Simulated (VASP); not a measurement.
# TaN (I4mm) in VASP: single point with PBEsol

Aim: the single point of TaN with PBEsol.

Everything below comes from runs of VASP 6.6.1. Logs are shortened: lines on timing, memory, paths and dates and some standing lists are left out, and cuts for length are marked.

### Step 1. The cell of the first run

It takes space group I4mm (No. 107, tetragonal). The conventional cell has a = 3.082 Å, b = 3.082 Å, c = 4.358 Å, α = 90.00°, β = 90.00°, γ = 90.00°. Ta (site symmetry 4mm) has 6 N at 1.95 to 2.40 Å within 2.6 Å. N (site symmetry 4mm) has 6 Ta at 1.95 to 2.40 Å within 2.6 Å.

### Step 2. Single point, PBEsol (atom 2 (N) moved by (-0.225, +0.000) A along y and z)

INCAR

```
SYSTEM = TaN
PREC = Accurate
ENCUT = 700
EDIFF = 1E-6
ISMEAR = 0
SIGMA = 0.15
LREAL = .FALSE.
LASPH = .TRUE.
NELM = 120
ALGO = Normal
ISIF = 2
LWAVE = .FALSE.
LCHARG = .TRUE.
GGA = PS
LELF = .TRUE.
LVHAR = .TRUE.
NBANDS = 16
GGA_COMPAT = .FALSE.
```

KPOINTS

```
regular mesh
0
G
  18 18 18
  0 0 0
```

POSCAR

```
TaN
1.0
    0.0000000000      2.1790000000      2.1790000000
    2.1790000000      0.0000000000      2.1790000000
    2.1790000000      2.1790000000      0.0000000000
Ta N
1 1
Direct
    0.5000000000      0.5000000000      0.5000000000
   -0.0516291877      0.0516291877     -0.0516291877
```

Potentials or basis: VASP PAW PBE potentials, release 64 (Ta_sv_GW, N).

Run with:

```
> cat potpaw_PBE.64/Ta_sv_GW/POTCAR potpaw_PBE.64/N/POTCAR > POTCAR
> mpirun -np 1 vasp_std > vasp.out
```

OUTCAR:

```text
SYSTEM = TaN
   PREC = Accurate
   ENCUT = 700
   EDIFF = 1E-6
   ISMEAR = 0
   LREAL = .FALSE.
   LASPH = .TRUE.
   NELM = 120
   ISIF = 2
   GGA = PS

 ion  position               nearest neighbor table
   1  0.500  0.500  0.500-   2 1.95   2 2.19   2 2.19   2 2.19   2 2.19   2 2.40
   2  0.948  0.052  0.948-   1 1.95   1 2.19   1 2.19   1 2.19   1 2.19   1 2.40

  LATTYP: Found a face centered cubic cell.
 ALAT       =     4.3580000000

  Lattice vectors:

 A1 = (   0.0000000000,   2.1790000000,   2.1790000000)
 A2 = (   2.1790000000,   0.0000000000,   2.1790000000)
 A3 = (   2.1790000000,   2.1790000000,   0.0000000000)

Analysis of symmetry for initial positions (statically):
=====================================================================
 Subroutine PRICEL returns:
 Original cell was already a primitive cell.

 Routine SETGRP: Setting up the symmetry group for a
 face centered cubic supercell.

 Subroutine GETGRP returns: Found  8 space group operations
 (whereof  8 operations were pure point group operations)
 out of a pool of 48 trial point group operations.

The static configuration has the point symmetry C_4v.

Analysis of symmetry for dynamics (positions and initial velocities):
=====================================================================
 Subroutine PRICEL returns:
 Original cell was already a primitive cell.

 Routine SETGRP: Setting up the symmetry group for a
 face centered cubic supercell.

 Subroutine GETGRP returns: Found  8 space group operations
 (whereof  8 operations were pure point group operations)
 out of a pool of 48 trial point group operations.

The dynamic configuration has the point symmetry C_4v.

 Subroutine INISYM returns: Found  8 space group operations
 (whereof  8 operations are pure point group operations),
 and found     1 'primitive' translations

----------------------------------------------------------------------------------------

                                     Primitive cell

  volume of cell :      20.6920

  direct lattice vectors                    reciprocal lattice vectors
     0.000000000  2.179000000  2.179000000    -0.229463056  0.229463056  0.229463056
     2.179000000  0.000000000  2.179000000     0.229463056 -0.229463056  0.229463056
     2.179000000  2.179000000  0.000000000     0.229463056  0.229463056 -0.229463056

  length of vectors
     3.081571352  3.081571352  3.081571352     0.397441672  0.397441672  0.397441672

  position of ions in fractional coordinates (direct lattice)
     0.500000000  0.500000000  0.500000000
     0.948370812  0.051629188  0.948370812

  ion indices of the primitive-cell ions
   primitive index   ion index
                 1           1
                 2           2

----------------------------------------------------------------------------------------

 KPOINTS: regular mesh

Automatic generation of k-mesh.
 Grid dimensions read from file:
 generate k-points for:   18   18   18

 Generating k-lattice:

  Cartesian coordinates                     Fractional coordinates (reciprocal lattice)
    -0.012747948  0.012747948  0.012747948     0.055555556  0.000000000  0.000000000
     0.012747948 -0.012747948  0.012747948     0.000000000  0.055555556  0.000000000
     0.012747948  0.012747948 -0.012747948     0.000000000  0.000000000  0.055555556

  Length of vectors
     0.022080093  0.022080093  0.022080093

  Shift w.r.t. Gamma in fractional coordinates (k-lattice)
     0.000000000  0.000000000  0.000000000

 Subroutine IBZKPT returns following result:
 ===========================================

 Found    480 irreducible k-points:

 Following reciprocal coordinates:
            Coordinates               Weight
  0.000000  0.000000  0.000000      1.000000
  0.055556  0.000000  0.000000      8.000000
  0.111111  0.000000  0.000000      8.000000
  0.166667  0.000000  0.000000      8.000000
  0.222222  0.000000  0.000000      8.000000
  0.277778  0.000000  0.000000      8.000000
[... 16 lines left out ...]
  0.388889  0.055556  0.000000     16.000000
  0.055556  0.000000  0.388889      8.000000
 [... further k-points ...]
   k-points           NKPTS =    480   k-points in BZ     NKDIM =    480   number of bands    NBANDS=     16
   number of dos      NEDOS =    301   number of ions     NIONS =      2
   total plane-waves  NPLWV =  21952
   dimension x,y,z NGX =    28 NGY =   28 NGZ =   28
   dimension x,y,z NGXF=    56 NGYF=   56 NGZF=   56
   ions per type =               1   1
   NGX,Y,Z   is equivalent  to a cutoff of  15.11, 15.11, 15.11 a.u.
   NGXF,Y,Z  is equivalent  to a cutoff of  30.21, 30.21, 30.21 a.u.
 SYSTEM =  TaN
   PREC   = accura    normal or accurate (medium, high low for compatibility)
   ISTART =      0    job   : 0-new  1-cont  2-samecut
   ICHARG =      2    charge: 1-file 2-atom 10-const
   ISPIN  =      1    spin polarized calculation?
   LNONCOLLINEAR =      F non collinear calculations
   LSORBIT =      F    spin-orbit coupling
   LASPH  =      T    aspherical Exc in radial PAW
   ENCUT  =  700.0 eV  51.45 Ry    7.17 a.u.   6.65  6.65  6.65*2*pi/ulx,y,z
   NELM   =    120;   NELMIN=  2; NELMDL= -5     # of ELM steps
   EDIFF  = 0.1E-05   stopping-criterion for ELM
   LREAL  =      F    real-space projection
[... 7 lines left out ...]
   TEBEG  =    0.0;   TEEND  =   0.0 temperature during run
   PSTRESS=    0.0 pullay stress
   NELECT =      18.0000    total number of electrons
   NUPDOWN=      -1.0000    fix difference up-down
   EMIN   =  10.00;   EMAX   =-10.00  energy-range for DOS
   EFERMI =   0.00;   METHOD = LEGACY
   ISMEAR =     0;   SIGMA  =   0.15  broadening in eV -4-tet -1-fermi 0-gaus
   EFERMI_NEDOS =   21; number of points for ismear=-14 and -15
   IALGO  =     38    algorithm
   IMIX   =      4    mixing-type and parameters
     AMIX     =   0.40;   BMIX     =  1.00
     AMIX_MAG =   1.60;   BMIX_MAG =  1.00
  volume/ion in A,a.u.               =      10.35        69.82
  Fermi-wavevector in a.u.,A,eV,Ry     =   1.562782  2.953230 33.229345  2.442288
  Thomas-Fermi vector in A             =   2.665650
   LORBIT       =      0    0 simple, 1 ext, 2 COOP (PROOUT), +10 PAW based schemes
   GGA     = PS    functional components
   LHFCALC =     F    Hartree Fock is set to
   AEXX    =    0.0000 exact exchange contribution
   IVDW    =     0    specifies the selected vdW correction
   LEPSILON=     F    determine dielectric tensor
   LRPA    =     F    only Hartree local field effects (RPA)
 non-spin polarized calculation
 Gauss-broadening in eV      SIGMA  =   0.15
  energy-cutoff  :      700.00
  volume of cell :       20.69
 maximum number of plane-waves:       893
   NGX = 13   NGY = 13   NGZ = 13

 number of electron      18.0000000 magnetization

 Free energy of the ion-electron system (eV)
  ---------------------------------------------------
  ext. energy  EPLUGINS =         0.00000000
  ---------------------------------------------------
  free energy    TOTEN  =       -25.49599488 eV

  energy without entropy =      -25.48657773  energy(sigma->0) =      -25.49128630

 E-fermi :  13.9518     XC(G=0): -14.0947

 val. band max:       13.9474138604   @ k =  -0.4444   0.2222   0.1111
 cond. band min:      13.9548350212   @ k =   0.1111  -0.2778   0.3333
 fundamental gap:      0.0074211608
 Fermi energy:        13.9518483621

 k-point     1 :       0.0000    0.0000    0.0000
  band No.  band energies     occupation
      1     -55.3030      2.00000
      2     -21.5672      2.00000
      3     -21.4820      2.00000
      4     -21.4820      2.00000
      5      -4.9443      2.00000
      6       9.1679      2.00000
[... 8 lines left out ...]
     15      23.0585      0.00000
     16      37.6204      0.00000

 k-point     2 :       0.0556    0.0000    0.0000
  band No.  band energies     occupation
      1     -55.3010      2.00000
      2     -21.5832      2.00000
      3     -21.5008      2.00000
      4     -21.4850      2.00000
      5      -4.8650      2.00000
      6       8.6796      2.00000
[... 8 lines left out ...]
     15      23.3011      0.00000
     16      36.7627      0.00000

 k-point     3 :       0.1111    0.0000    0.0000
  band No.  band energies     occupation
      1     -55.2954      2.00000
      2     -21.6523      2.00000
      3     -21.5308      2.00000
      4     -21.4935      2.00000
      5      -4.6346      2.00000
      6       7.9682      2.00000
[... 8 lines left out ...]
     15      23.9873      0.00000
     16      34.9925      0.00000

 k-point     4 :       0.1667    0.0000    0.0000
  band No.  band energies     occupation
      1     -55.2867      2.00000
      2     -21.7802      2.00000
      3     -21.5517      2.00000
      4     -21.5066      2.00000
      5      -4.2742      2.00000
      6       7.1625      2.00000
[... 8 lines left out ...]
     15      24.9855      0.00000
     16      33.1262      0.00000

 k-point     5 :       0.2222    0.0000    0.0000
  band No.  band energies     occupation
      1     -55.2760      2.00000
      2     -21.9399      2.00000
      3     -21.5700      2.00000
      4     -21.5225      2.00000
      5      -3.8157      2.00000
      6       6.3245      2.00000
[... 8 lines left out ...]
     15      26.0088      0.00000
     16      31.6172      0.00000

 k-point     6 :       0.2778    0.0000    0.0000
  band No.  band energies     occupation
      1     -55.2646      2.00000
      2     -22.1066      2.00000
      3     -21.5875      2.00000
      4     -21.5393      2.00000
      5      -3.2998      2.00000
      6       5.5021      2.00000
[... 8 lines left out ...]
     15      26.4839      0.00000
     16      30.7179      0.00000
[... 267 lines left out ...]
 k-point    21 :       0.3333    0.0556    0.0000
  band No.  band energies     occupation
      1     -55.2561      2.00000
      2     -22.2036      2.00000
      3     -21.6183      2.00000
      4     -21.5566      2.00000
      5      -2.9492      2.00000
      6       4.9864      2.00000
[... 8 lines left out ...]
     15      26.3344      0.00000
     16      29.5135      0.00000

 k-point    22 :       0.0556    0.0000    0.3333
  band No.  band energies     occupation
      1     -55.2560      2.00000
      2     -22.2156      2.00000
      3     -21.5948      2.00000
      4     -21.5708      2.00000
      5      -2.9299      2.00000
      6       4.9790      2.00000
[... 8 lines left out ...]
     15      26.4136      0.00000
     16      29.3167      0.00000

 k-point    23 :       0.3889    0.0556    0.0000
  band No.  band energies     occupation
      1     -55.2467      2.00000
      2     -22.3352      2.00000
      3     -21.6296      2.00000
      4     -21.5731      2.00000
      5      -2.4727      2.00000
      6       4.3449      2.00000
[... 8 lines left out ...]
     15      25.7968      0.00000
     16      28.2648      0.00000

 k-point    24 :       0.0556    0.0000    0.3889
  band No.  band energies     occupation
      1     -55.2466      2.00000
      2     -22.3438      2.00000
      3     -21.6148      2.00000
      4     -21.5816      2.00000
      5      -2.4566      2.00000
      6       4.3394      2.00000
[... 8 lines left out ...]
     15      25.9878      0.00000
     16      28.1151      0.00000

 [... further k-points ...]

------------------------ aborting loop because EDIFF is reached ----------------------------------------

  FORCE on cell =-STRESS in cart. coord.  units (eV):
  Direction    XX          YY          ZZ          XY          YZ          ZX
  --------------------------------------------------------------------------------------
  -------------------------------------------------------------------------------------
  Total        0.6084730      4.2721506      0.6084730     -0.0000000     -0.0000000      0.0000000
  in kB       47.1140230    330.7923422     47.1140230     -0.0000000     -0.0000000      0.0000000
  external PRESSURE =     141.6734627 kB  Pullay stress =       0.0000000 kB

 VOLUME and BASIS-vectors are now :
 -----------------------------------------------------------------------------
  energy-cutoff  :      700.00
  volume of cell :       20.69
      direct lattice vectors                 reciprocal lattice vectors
     0.000000000  2.179000000  2.179000000    -0.229463056  0.229463056  0.229463056
     2.179000000  0.000000000  2.179000000     0.229463056 -0.229463056  0.229463056
     2.179000000  2.179000000  0.000000000     0.229463056  0.229463056 -0.229463056

 POSITION                                       TOTAL-FORCE (eV/Angst)
 -----------------------------------------------------------------------------------
      2.17900      2.17900      2.17900         0.000000     -2.744219      0.000000
      2.17900      4.13300      2.17900         0.000000      2.744219      0.000000
 -----------------------------------------------------------------------------------
    total drift:                               -0.000000     -0.000158     -0.000000

  FREE ENERGIE OF THE ION-ELECTRON SYSTEM (eV)
  ---------------------------------------------------
  free  energy   TOTEN  =       -25.4959948779 eV

  energy  without entropy=      -25.4865777309  energy(sigma->0) =      -25.49128630
```

It took 2.3 min on 1 thread of Intel Xeon 6975P-C (Granite Rapids), shared host; peak memory 0.39 GiB.

Results:

```
Free energy            : -25.4960 eV
Pressure               : 14.2 GPa
Largest force          : 2.744 eV/Å
Band gap on the k mesh : zero (bands 9 and 10 overlap by 3.22 eV)
```

Forces in eV/Å, atoms in the order of the input:
```
Ta   0.000 -2.744  0.000
N    0.000  2.744  0.000
```

Levels at points of the mesh, in eV from the Fermi level:
```tsv
k point	band 7	band 8	band 9	band 10	band 11	band 12
(0.00, 0.00, 0.00)	-4.78	-4.71	-2.02	-0.91	-0.91	0.22
(0.50, 0.00, 0.00)	-7.65	-7.56	1.78	2.09	2.23	3.84
(0.50, 0.50, 0.00)	-6.61	-4.78	-3.04	2.73	3.84	3.89
(0.50, 0.00, 0.50)	-5.55	-4.61	-4.61	2.42	3.83	3.83
```

Caveat: the cell differs from its parent crystal (atom 2 (N) moved by (-0.225, +0.000) A along y and z); the stress differs along the axes, from 5 to 33 GPa; the PAW data sets were made with another functional, which shifts forces and pressure a little; spin-orbit coupling is left out, which moves the levels of the heavy elements.
